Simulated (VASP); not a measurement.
A run of VASP 6.6.1 is set up as follows.

INCAR

```
PREC = Accurate
ENCUT = 520
EDIFF = 1E-8
ISMEAR = -1
SIGMA = 0.01
LREAL = F
LASPH = T
NELM = 80
ALGO = Normal
ISIF = 2
LWAVE = F
LCHARG = F
GGA = PE
LEFG = T
NBANDS = 26
```

The input KPOINTS:

```
Automatic mesh
0
Gamma
  9 9 5
```

File POSCAR:

```
CdSe
1.0
    4.3000000000      0.0000000000      0.0000000000
   -2.1500000000      3.7239092363      0.0000000000
    0.0000000000      0.0000000000      7.0200000000
Cd Se
2 2
Direct
    0.3333333333      0.6666666667      0.0000000000
    0.6666666667      0.3333333333      0.5000000000
    0.3333333333      0.6666666667      0.3850000000
    0.6666666667      0.3333333333      0.8850000000
```

Potentials or basis: VASP PAW PBE potentials, release 64 (Cd, Se).

Command:

```bash
$ cat potpaw_PBE.64/Cd/POTCAR potpaw_PBE.64/Se/POTCAR > POTCAR
$ mpirun -np 1 vasp_std > vasp.out
```

(1) Estimate the largest force.

(2) Estimate the band gap on the k mesh.

(3) What does it give for the pressure?

## Answers

(1) 0.291 eV/Å.

(2) 0.70 eV, direct.

(3) 3.3 GPa.

Caveat: without QUAD_EFG the Cq values of the log hold for a quadrupole moment of 1 mb, not for the nuclei.
